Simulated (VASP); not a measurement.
# KBr (Immm) in VASP: notebook

The runs below take KBr through single point, with PBE.

Program: VASP 6.6.1. These are calculated values, not measurements. Logs are shortened: lines on timing, memory, paths and dates and some standing lists are left out, and cuts for length are marked.

## Step 1: The cell of the first run

The structure is orthorhombic, space group Immm (No. 71). Conventional cell: a = 4.540 Å, b = 4.773 Å, c = 6.585 Å, α = 90.00°, β = 90.00°, γ = 90.00°. K (site symmetry mmm) has 6 Br at 3.29 Å within 4.3 Å. Within 4.3 Å of Br (site symmetry mmm) lie 6 K at 3.29 Å.

## Step 2: Single point, PBE (strain -0.0500 x Voigt [0, 0, 0, 1, 0, 0])

Input file INCAR:

```
SYSTEM = KBr
ALGO     = Normal         ! electronic algorithm
EDIFF    = 1E-6           ! SCF threshold, eV
ENCUT    = 520            ! plane-wave cutoff, eV
GGA      = PE             ! functional
ISIF     = 2              ! what is computed and relaxed
ISMEAR   = 0              ! smearing method
LASPH    = .TRUE.         ! aspherical terms in the spheres
LCHARG   = .FALSE.        ! write CHGCAR
LREAL    = .FALSE.        ! projectors in reciprocal space
LWAVE    = .FALSE.        ! write WAVECAR
NBANDS   = 15             ! bands
NELM     = 60             ! most SCF steps
PREC     = Accurate       ! precision mode
SIGMA    = 0.05           ! smearing width, eV
```

Input file KPOINTS:

```
k-points
0
G
  6 6 6
  0 0 0
```

Input file POSCAR:

```
KBr
1.0
    0.0000000000      3.2101875000      3.2101875000
    3.2925000000     -0.0823125000      3.2925000000
    3.2925000000      3.2925000000     -0.0823125000
K Br
1 1
Direct
    0.0000000000      0.0000000000      0.0000000000
    0.5000000000      0.5000000000      0.5000000000
```

Potentials or basis: VASP PAW PBE potentials, release 64 (K_sv, Br).

Started as:

```sh
$ cat potpaw_PBE.64/K_sv/POTCAR potpaw_PBE.64/Br/POTCAR > POTCAR
$ mpirun -np 1 vasp_std > vasp.out
```

OUTCAR:

```text
SYSTEM = KBr
   EDIFF = 1E-6
   ENCUT = 520
   GGA = PE
   ISIF = 2
   ISMEAR = 0
   LASPH = .TRUE.
   LREAL = .FALSE.
   NELM = 60
   PREC = Accurate

 ion  position               nearest neighbor table
   1  0.000  0.000  0.000-   2 3.29   2 3.29   2 3.29   2 3.29   2 3.29   2 3.29
   2  0.500  0.500  0.500-   1 3.29   1 3.29   1 3.29   1 3.29   1 3.29   1 3.29

  LATTYP: Found a body centered orthorhombic cell.
 ALAT       =     4.5398907003
 B/A-ratio  =     1.0512820513
 C/A-ratio  =     1.4504754486

  Lattice vectors:

 A1 = (  -3.2925000000,   0.0823125000,  -3.2925000000)
 A2 = (  -3.2925000000,  -0.0823125000,   3.2925000000)
 A3 = (   3.2925000000,   3.2925000000,  -0.0823125000)

Analysis of symmetry for initial positions (statically):
=====================================================================
 Subroutine PRICEL returns:
 Original cell was already a primitive cell.

 Routine SETGRP: Setting up the symmetry group for a
 body centered orthorhombic supercell.

 Subroutine GETGRP returns: Found  8 space group operations
 (whereof  8 operations were pure point group operations)
 out of a pool of  8 trial point group operations.

The static configuration has the point symmetry D_2h.

Analysis of symmetry for dynamics (positions and initial velocities):
=====================================================================
 Subroutine PRICEL returns:
 Original cell was already a primitive cell.

 Routine SETGRP: Setting up the symmetry group for a
 body centered orthorhombic supercell.

 Subroutine GETGRP returns: Found  8 space group operations
 (whereof  8 operations were pure point group operations)
 out of a pool of  8 trial point group operations.

The dynamic configuration has the point symmetry D_2h.

 Subroutine INISYM returns: Found  8 space group operations
 (whereof  8 operations are pure point group operations),
 and found     1 'primitive' translations

----------------------------------------------------------------------------------------

                                     Primitive cell

  volume of cell :      71.3404

  direct lattice vectors                    reciprocal lattice vectors
     0.000000000  3.210187500  3.210187500    -0.151860289  0.155754142  0.155754142
     3.292500000 -0.082312500  3.292500000     0.151860289 -0.148156379  0.148156379
     3.292500000  3.292500000 -0.082312500     0.151860289  0.148156379 -0.148156379

  length of vectors
     4.539890700  4.657025644  4.657025644     0.267544861  0.258770502  0.258770502

  position of ions in fractional coordinates (direct lattice)
     0.000000000  0.000000000  0.000000000
     0.500000000  0.500000000  0.500000000

  ion indices of the primitive-cell ions
   primitive index   ion index
                 1           1
                 2           2

----------------------------------------------------------------------------------------

 KPOINTS: k-points

Automatic generation of k-mesh.
 Grid dimensions read from file:
 generate k-points for:    6    6    6

 Generating k-lattice:

  Cartesian coordinates                     Fractional coordinates (reciprocal lattice)
    -0.025310048  0.025959024  0.025959024     0.166666667 -0.000000000 -0.000000000
     0.025310048 -0.024692730  0.024692730     0.000000000  0.166666667  0.000000000
     0.025310048  0.024692730 -0.024692730     0.000000000  0.000000000  0.166666667

  Length of vectors
     0.044590810  0.043128417  0.043128417

  Shift w.r.t. Gamma in fractional coordinates (k-lattice)
     0.000000000  0.000000000  0.000000000

 Subroutine IBZKPT returns following result:
 ===========================================

 Found     46 irreducible k-points:

 Following reciprocal coordinates:
            Coordinates               Weight
  0.000000  0.000000  0.000000      1.000000
  0.166667  0.000000  0.000000      4.000000
  0.333333 -0.000000 -0.000000      4.000000
  0.500000  0.000000 -0.000000      2.000000
  0.000000  0.166667 -0.000000      4.000000
  0.166667  0.166667  0.000000      4.000000
[... 16 lines left out ...]
  0.500000  0.166667  0.166667      4.000000
 -0.333333  0.166667  0.166667      4.000000
 [... further k-points ...]
   k-points           NKPTS =     46   k-points in BZ     NKDIM =     46   number of bands    NBANDS=     15
   number of dos      NEDOS =    301   number of ions     NIONS =      2
   total plane-waves  NPLWV =  46656
   dimension x,y,z NGX =    36 NGY =   36 NGZ =   36
   dimension x,y,z NGXF=    72 NGYF=   72 NGZF=   72
   ions per type =               1   1
   NGX,Y,Z   is equivalent  to a cutoff of  13.18, 12.85, 12.85 a.u.
   NGXF,Y,Z  is equivalent  to a cutoff of  26.37, 25.70, 25.70 a.u.
 SYSTEM =  KBr
   PREC   = accura    normal or accurate (medium, high low for compatibility)
   ISTART =      0    job   : 0-new  1-cont  2-samecut
   ICHARG =      2    charge: 1-file 2-atom 10-const
   ISPIN  =      1    spin polarized calculation?
   LNONCOLLINEAR =      F non collinear calculations
   LSORBIT =      F    spin-orbit coupling
   LASPH  =      T    aspherical Exc in radial PAW
   ENCUT  =  520.0 eV  38.22 Ry    6.18 a.u.   8.44  8.66  8.66*2*pi/ulx,y,z
   NELM   =     60;   NELMIN=  2; NELMDL= -5     # of ELM steps
   EDIFF  = 0.1E-05   stopping-criterion for ELM
   LREAL  =      F    real-space projection
   EDIFFG = 0.1E-04   stopping-criterion for IOM
   NSW    =      0    number of steps for IOM
   IBRION =     -1    ionic relax: 0-MD 1-quasi-New 2-CG
   NFREE  =      0    steps in history (QN), initial steepest desc. (CG)
   ISIF   =      2    stress and relaxation
   ISYM   =      2    0-nonsym 1-usesym 2-fastsym
   POTIM  = 0.5000    time-step for ionic-motion
   TEBEG  =    0.0;   TEEND  =   0.0 temperature during run
   PSTRESS=    0.0 pullay stress
   NELECT =      16.0000    total number of electrons
   NUPDOWN=      -1.0000    fix difference up-down
   EMIN   =  10.00;   EMAX   =-10.00  energy-range for DOS
   EFERMI =   0.00;   METHOD = LEGACY
   ISMEAR =     0;   SIGMA  =   0.05  broadening in eV -4-tet -1-fermi 0-gaus
   EFERMI_NEDOS =   21; number of points for ismear=-14 and -15
   IALGO  =     38    algorithm
   IMIX   =      4    mixing-type and parameters
     AMIX     =   0.40;   BMIX     =  1.00
     AMIX_MAG =   1.60;   BMIX_MAG =  1.00
  volume/ion in A,a.u.               =      35.67       240.71
  Fermi-wavevector in a.u.,A,eV,Ry     =   0.994648  1.879613 13.460587  0.989325
  Thomas-Fermi vector in A             =   2.126614
   LORBIT       =      0    0 simple, 1 ext, 2 COOP (PROOUT), +10 PAW based schemes
   GGA     = PE    functional components
   LHFCALC =     F    Hartree Fock is set to
   AEXX    =    0.0000 exact exchange contribution
   IVDW    =     0    specifies the selected vdW correction
   LEPSILON=     F    determine dielectric tensor
   LRPA    =     F    only Hartree local field effects (RPA)
 non-spin polarized calculation
 Gauss-broadening in eV      SIGMA  =   0.05
  energy-cutoff  :      520.00
  volume of cell :       71.34
 maximum number of plane-waves:      1945
 NGX is ok and might be reduce to    36
   NGX = 17   NGY = 17   NGZ = 17

 number of electron      16.0000001 magnetization

 Free energy of the ion-electron system (eV)
  ---------------------------------------------------
  ext. energy  EPLUGINS =         0.00000000
  ---------------------------------------------------
  free energy    TOTEN  =        -6.20956409 eV

  energy without entropy =       -6.20956409  energy(sigma->0) =       -6.20956409

 E-fermi :  -1.4331     XC(G=0):  -7.4011

 val. band max:       -1.6477279491   @ k =   0.0000   0.0000   0.0000
 cond. band min:       2.7390649353   @ k =   0.0000   0.0000   0.0000
 fundamental gap:      4.3867928844
 Fermi energy:        -1.4330674041

 k-point     1 :       0.0000    0.0000    0.0000
  band No.  band energies     occupation
      1     -29.4810      2.00000
      2     -14.0088      2.00000
      3     -12.9607      2.00000
      4     -12.9586      2.00000
      5     -12.9561      2.00000
      6      -1.7592      2.00000
      7      -1.7101      2.00000
      8      -1.6477      2.00000
      9       2.7391      0.00000
     10       5.7019      0.00000
     11       5.9008      0.00000
     12       6.0982      0.00000
     13       6.7253      0.00000
     14       6.7391      0.00000
     15       9.9158      0.00000

 k-point     2 :       0.1667    0.0000    0.0000
  band No.  band energies     occupation
      1     -29.4794      2.00000
      2     -14.0570      2.00000
      3     -12.9618      2.00000
      4     -12.9572      2.00000
      5     -12.8937      2.00000
      6      -2.0510      2.00000
      7      -1.8543      2.00000
      8      -1.7854      2.00000
      9       3.4125      0.00000
     10       5.8366      0.00000
     11       6.0416      0.00000
     12       6.3057      0.00000
     13       7.0857      0.00000
     14       7.1033      0.00000
     15      10.8950      0.00000

 k-point     3 :       0.3333   -0.0000   -0.0000
  band No.  band energies     occupation
      1     -29.4762      2.00000
      2     -14.1401      2.00000
      3     -12.9667      2.00000
      4     -12.9593      2.00000
      5     -12.7739      2.00000
      6      -2.6447      2.00000
      7      -2.0326      2.00000
      8      -1.9668      2.00000
      9       4.5164      0.00000
     10       6.0851      0.00000
     11       6.9465      0.00000
     12       7.2033      0.00000
     13       7.9501      0.00000
     14       8.0520      0.00000
     15       9.8817      0.00000
[... 343 lines left out ...]
 k-point    23 :       0.5000    0.1667    0.1667
  band No.  band energies     occupation
      1     -29.4746      2.00000
      2     -14.1221      2.00000
      3     -12.9887      2.00000
      4     -12.9605      2.00000
      5     -12.7817      2.00000
      6      -2.7136      2.00000
      7      -2.1073      2.00000
      8      -2.0810      2.00000
      9       5.0917      0.00000
     10       6.0170      0.00000
     11       7.2630      0.00000
     12       7.3554      0.00000
     13       8.1741      0.00000
     14       8.8121      0.00000
     15       9.4541      0.00000

 k-point    24 :      -0.3333    0.1667    0.1667
  band No.  band energies     occupation
      1     -29.4743      2.00000
      2     -14.1206      2.00000
      3     -12.9848      2.00000
      4     -12.9693      2.00000
      5     -12.7820      2.00000
      6      -2.7265      2.00000
      7      -2.1285      2.00000
      8      -2.1051      2.00000
      9       5.0528      0.00000
     10       6.2382      0.00000
     11       7.6453      0.00000
     12       7.9405      0.00000
     13       8.1227      0.00000
     14       8.2582      0.00000
     15       9.3224      0.00000

 [... further k-points ...]
[... 5 lines left out ...]
  --------------------------------------------------------------------------------------
  -------------------------------------------------------------------------------------
  Total        0.3826716      0.3899803      0.3899803     -0.0000000      0.1100693      0.0000000
  in kB        8.5941111      8.7582511      8.7582511     -0.0000000      2.4719562      0.0000000
  external PRESSURE =       8.7035378 kB  Pullay stress =       0.0000000 kB

 VOLUME and BASIS-vectors are now :
 -----------------------------------------------------------------------------
  energy-cutoff  :      520.00
  volume of cell :       71.34
      direct lattice vectors                 reciprocal lattice vectors
     0.000000000  3.210187500  3.210187500    -0.151860289  0.155754142  0.155754142
     3.292500000 -0.082312500  3.292500000     0.151860289 -0.148156379  0.148156379
     3.292500000  3.292500000 -0.082312500     0.151860289  0.148156379 -0.148156379

 POSITION                                       TOTAL-FORCE (eV/Angst)
 -----------------------------------------------------------------------------------
      0.00000      0.00000      0.00000        -0.000000     -0.000000     -0.000000
      3.29250      3.21019      3.21019         0.000000      0.000000      0.000000
 -----------------------------------------------------------------------------------
    total drift:                                0.000000      0.000000      0.000000

  FREE ENERGIE OF THE ION-ELECTRON SYSTEM (eV)
  ---------------------------------------------------
  free  energy   TOTEN  =        -6.2095640950 eV

  energy  without entropy=       -6.2095640950  energy(sigma->0) =       -6.20956409
```

Run time: 57 s. Hardware: 1 thread of Intel Xeon Platinum 8488C (Sapphire Rapids), shared host; peak memory 0.23 GiB.

What came out:

```
Free energy            : -6.2096 eV
Pressure               : 0.9 GPa
Band gap on the k mesh : 4.39 eV, direct
```

Stress tensor (GPa, compression positive):
```
0.86 0.00 0.00
0.00 0.88 0.25
0.00 0.25 0.88
```

Levels at points of the mesh, in eV from the valence-band top:
| k point | band 6 | band 7 | band 8 | band 9 | band 10 | band 11 |
| --- | --- | --- | --- | --- | --- | --- |
| (0.00, 0.00, 0.00) | -0.11 | -0.06 | 0.00 | 4.39 | 7.35 | 7.55 |
| (0.50, 0.00, 0.00) | -1.25 | -0.47 | -0.40 | 6.54 | 8.26 | 9.65 |
| (0.00, 0.50, 0.00) | -1.26 | -0.40 | -0.32 | 6.55 | 8.10 | 9.56 |
| (0.50, 0.50, 0.00) | -0.88 | -0.35 | -0.35 | 5.80 | 7.15 | 9.29 |
| (0.00, 0.50, 0.50) | -0.88 | -0.42 | -0.27 | 5.79 | 7.17 | 9.33 |

Caveat: the cell differs from its parent crystal (strain -0.0500 x Voigt [0, 0, 0, 1, 0, 0]).

## Step 3: Single point, PBE (strain +0.0250 x Voigt [0, 0, 0, 1, 0, 0])

Input file INCAR:

```
PREC = Accurate ; ENCUT = 520
EDIFF = 1E-6 ; ISMEAR = 0
SIGMA = 0.05 ; LREAL = F
LASPH = T ; NELM = 60
ALGO = Normal ; ISIF = 2
LWAVE = F ; LCHARG = T
GGA = PE ; LELF = T
LVHAR = T ; NBANDS = 15
```

Input file KPOINTS:

```
Automatic mesh
0
Gamma
  6 6 6
```

Input file POSCAR:

```
KBr
1.0
    0.0000000000      3.3336562500      3.3336562500
    3.2925000000      0.0411562500      3.2925000000
    3.2925000000      3.2925000000      0.0411562500
K Br
1 1
Direct
    0.0000000000      0.0000000000      0.0000000000
    0.5000000000      0.5000000000      0.5000000000
```

Potentials or basis: VASP PAW PBE potentials, release 64 (K_sv, Br).

Started as:

```sh
$ cat potpaw_PBE.64/K_sv/POTCAR potpaw_PBE.64/Br/POTCAR > POTCAR
$ mpirun -np 1 vasp_std > vasp.out
```

OUTCAR:

```text
PREC = Accurate
   ENCUT = 520
   EDIFF = 1E-6
   ISMEAR = 0
   LREAL = F
   LASPH = T
   NELM = 60
   ISIF = 2
   GGA = PE

 ion  position               nearest neighbor table
   1  0.000  0.000  0.000-   2 3.29   2 3.29   2 3.29   2 3.29   2 3.29   2 3.29
   2  0.500  0.500  0.500-   1 3.29   1 3.29   1 3.29   1 3.29   1 3.29   1 3.29

  LATTYP: Found a body centered orthorhombic cell.
 ALAT       =     4.5980944272
 B/A-ratio  =     1.0253164557
 C/A-ratio  =     1.4321149999

  Lattice vectors:

 A1 = (  -3.2925000000,   3.2925000000,   0.0411562500)
 A2 = (  -3.2925000000,  -3.2925000000,  -0.0411562500)
 A3 = (   3.2925000000,   0.0411562500,   3.2925000000)

Analysis of symmetry for initial positions (statically):
=====================================================================
 Subroutine PRICEL returns:
 Original cell was already a primitive cell.

 Routine SETGRP: Setting up the symmetry group for a
 body centered orthorhombic supercell.

 Subroutine GETGRP returns: Found  8 space group operations
 (whereof  8 operations were pure point group operations)
 out of a pool of  8 trial point group operations.

The static configuration has the point symmetry D_2h.
[... 167 lines left out ...]

 k-point     1 :       0.0000    0.0000    0.0000
  band No.  band energies     occupation
      1     -29.4802      2.00000
      2     -14.0127      2.00000
      3     -12.9592      2.00000
      4     -12.9580      2.00000
      5     -12.9568      2.00000
      6      -1.7387      2.00000
      7      -1.7126      2.00000
      8      -1.6832      2.00000
      9       2.7390      0.00000
     10       5.7950      0.00000
     11       5.8943      0.00000
     12       5.9931      0.00000
     13       6.7210      0.00000
     14       6.7245      0.00000
[... 401 lines left out ...]
      2     -14.1388      2.00000
      3     -12.9799      2.00000
      4     -12.9727      2.00000
      5     -12.7651      2.00000
      6      -2.7562      2.00000
      7      -2.1340      2.00000
      8      -1.9983      2.00000
      9       5.0832      0.00000
     10       6.0491      0.00000
     11       7.5605      0.00000
     12       7.8548      0.00000
     13       8.2046      0.00000
     14       8.4252      0.00000
     15       9.3159      0.00000

 [... further k-points ...]
[... 5 lines left out ...]
  --------------------------------------------------------------------------------------
  -------------------------------------------------------------------------------------
  Total        0.3878400      0.3897305      0.3897305     -0.0000000     -0.0546931      0.0000000
  in kB        8.7061009      8.7485393      8.7485393     -0.0000000     -1.2277317      0.0000000
  external PRESSURE =       8.7343931 kB  Pullay stress =       0.0000000 kB

 VOLUME and BASIS-vectors are now :
 -----------------------------------------------------------------------------
  energy-cutoff  :      520.00
  volume of cell :       71.37
      direct lattice vectors                 reciprocal lattice vectors
     0.000000000  3.333656250  3.333656250    -0.151860289  0.149985470  0.149985470
     3.292500000  0.041156250  3.292500000     0.151860289 -0.153782571  0.153782571
     3.292500000  3.292500000  0.041156250     0.151860289  0.153782571 -0.153782571

 POSITION                                       TOTAL-FORCE (eV/Angst)
 -----------------------------------------------------------------------------------
      0.00000      0.00000      0.00000         0.000000      0.000000     -0.000000
      3.29250      3.33366      3.33366         0.000000     -0.000000      0.000000
 -----------------------------------------------------------------------------------
    total drift:                                0.000000      0.000000      0.000000

  FREE ENERGIE OF THE ION-ELECTRON SYSTEM (eV)
  ---------------------------------------------------
  free  energy   TOTEN  =        -6.2118064534 eV

  energy  without entropy=       -6.2118064534  energy(sigma->0) =       -6.21180645
```

stdout:

```text
POSCAR found type information on POSCAR K Br
 POSCAR found :  2 types and       2 ions
 scaLAPACK will be used
 LDA part: xc-table for (Slater+PW92), standard interpolation
 POSCAR, INCAR and KPOINTS ok, starting setup
 FFT: planning ... GRIDC
 FFT: planning ... GRID_SOFT
 FFT: planning ... GRID
 WAVECAR not read
 entering main loop
```

Run time: 61 s. Hardware: 1 thread of Intel Xeon Platinum 8488C (Sapphire Rapids), shared host; peak memory 0.23 GiB.

Results:

```yaml
Free_energy: -6.2118 eV
Pressure: 0.9 GPa
Band_gap_on_the_k_mesh: 4.42 eV, direct
```

Stress tensor (GPa, compression positive):
```
 0.87  0.00  0.00
 0.00  0.87 -0.12
 0.00 -0.12  0.87
```

Levels at points of the mesh, in eV from the valence-band top:
| k point | band 5 | band 6 | band 7 | band 8 | band 9 | band 10 | band 11 | band 12 |
| --- | --- | --- | --- | --- | --- | --- | --- | --- |
| (0.00, 0.00, 0.00) | -11.27 | -0.06 | -0.03 | 0.00 | 4.42 | 7.48 | 7.58 | 7.68 |
| (0.50, 0.00, 0.00) | -11.02 | -1.23 | -0.37 | -0.33 | 6.58 | 8.19 | 9.67 | 9.79 |
| (0.00, 0.50, 0.00) | -11.03 | -1.22 | -0.40 | -0.37 | 6.57 | 8.27 | 9.72 | 9.84 |
| (0.50, 0.50, 0.00) | -11.31 | -0.85 | -0.32 | -0.32 | 5.83 | 7.19 | 9.34 | 9.52 |
| (0.00, 0.50, 0.50) | -11.31 | -0.85 | -0.35 | -0.28 | 5.83 | 7.20 | 9.35 | 9.52 |

Caveat: the cell differs from its parent crystal (strain +0.0250 x Voigt [0, 0, 0, 1, 0, 0]).

[end of part 1 of 2]
